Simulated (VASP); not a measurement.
Runs of VASP 6.6.1 on Ta. The structure is that of space group Im-3m (No. 229), or close to it. The cells are those of the table. 

```csv
task,cell,cutoff (eV),gap on the mesh (eV),pressure (GPa)
relaxation of cell and atoms,"relaxed to 10 GPa from a = 2.818 Å, angles 109.5°, 1 atom",600,none,10.0
single point,"a = 2.723 Å, angles 109.5°, 1 atom",520,none,41.2
single point,"a = 2.782 Å, angles 109.5°, 1 atom",520,none,21.0
single point,"a = 2.853 Å, angles 109.5°, 1 atom",520,none,(b)
single point,"a = 2.872 Å, angles 109.5°, 1 atom",520,none,-1.5
relaxation of cell and atoms,"relaxed to 40 GPa from a = 2.719 Å, angles 109.5°, 1 atom",600,none,40.0
single point,"a = 2.862 Å, angles 109.5°, 1 atom",520,none,(a)
relaxation of cell and atoms,"relaxed to 20 GPa from a = 2.781 Å, angles 109.5°, 1 atom",600,none,20.0
```

Alike in all rows: level r2SCAN; potentials or basis VASP PAW PBE potentials, release 64 (Ta_pv); no spin polarisation; k mesh 18 × 18 × 18; smearing gaussian 0.1 eV.

Fill in the values left out.

(a) 0.6; (b) 2.6.

Caveats: the PAW data sets were made with another functional, which shifts forces and pressure a little; spin-orbit coupling is left out, which moves the levels of the heavy elements; the cell is relaxed towards a set pressure, so the run minimises the enthalpy, not the energy (at least some runs); the cell stands under pressure (at least some runs).

A k mesh can miss the band edges, and the runs leave out spin-orbit coupling on Ta.

A gap of «none» marks levels without a gap at the run's occupations.
